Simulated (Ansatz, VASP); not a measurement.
One calculation of ZrBiSe3, two programs

Contents of INCAR:

```
PREC = Accurate
ENCUT = 600
EDIFF = 1E-7
ISMEAR = 0
SIGMA = 0.1
LREAL = False
LASPH = True
NELM = 80
ALGO = Normal
ISIF = 3
LWAVE = False
LCHARG = False
GGA = PE
IVDW = 12
IBRION = 2
NSW = 90
EDIFFG = -0.04
```

File KPOINTS:

```
regular mesh
0
Gamma
  6 6 2
```

File POSCAR:

```
ZrBiSe3
1.0
    3.8775000000      0.0000000000      0.0000000000
   -1.9387500000      3.3580135000      0.0000000000
    0.0000000000      0.0000000000     11.2101003200
Zr Bi Se
1 1 3
Direct
    0.6666666700      0.3333333300      0.3979418600
    0.0000000000      0.0000000000      0.7702072300
    0.0000000000      0.0000000000      0.0000000000
    0.3333333300      0.6666666700      0.2554692500
    0.0000000000      0.0000000000      0.5404144600
```

Input for Ansatz:

```yaml
crystal:
  lattice:
    - [3.8775, 0.0, 0.0]
    - [-1.93875, 3.3580135, 0.0]
    - [0.0, 0.0, 11.21010032]
  atoms:
    - { symbol: Zr, position: [0.66666667, 0.33333333, 0.39794186] }
    - { symbol: Bi, position: [0.0, 0.0, 0.77020723] }
    - { symbol: Se, position: [0.0, 0.0, 0.0] }
    - { symbol: Se, position: [0.33333333, 0.66666667, 0.25546925] }
    - { symbol: Se, position: [0.0, 0.0, 0.54041446] }
basis:
  ecutwfc: 420
kpoints:
  mp_grid: { grid: [6, 6, 2] }
hamiltonian:
  xc: pbe
  dispersion: d3bj
scf:
  occupations: { method: gaussian, width: 0.1 }
  lower_state_search: "off"
output:
  forces: true
  stress: true
  eigenvalues: true
relax:
  adjacent_minimum: "off"
  f_tol: 0.04
  max_steps: 70
  cell: { stress_tol: 0.4 }
```

Alike in both runs: task relaxation of cell and atoms; functional PBE; dispersion D3(BJ); k mesh 6 × 6 × 2; occupations gaussian, width 0.1 eV; no spin polarisation.

|  | VASP | Ansatz |
| --- | --- | --- |
| version | VASP 6.6.1 | Ansatz 0.2.0 |
| potentials or method | VASP PAW PBE potentials, release 64 (Zr_sv, Bi_d, Se), cutoff 600 eV | scalar-relativistic, plane waves, PAW |
| valence electrons in the cell | 45 | 75 |

|  | VASP | Ansatz | Ansatz less VASP |
| --- | --- | --- | --- |
| gap on the k mesh at the Fermi level, each at its own relaxed structure (eV) | none | none | - |
| relaxed volume (Å³/atom) | 27.40 | 27.37 | -0.038 |
| relaxed cell length with the largest relative difference (Å) | 3.615 | 3.612 | -0.0030 |

A gap of «none» marks a metal or a gap that the smearing closes. VASP's potentials hold 45 valence electrons a cell and Ansatz's 75, so a difference there can come from the potentials and not from the codes.

Spin-orbit coupling is off throughout.
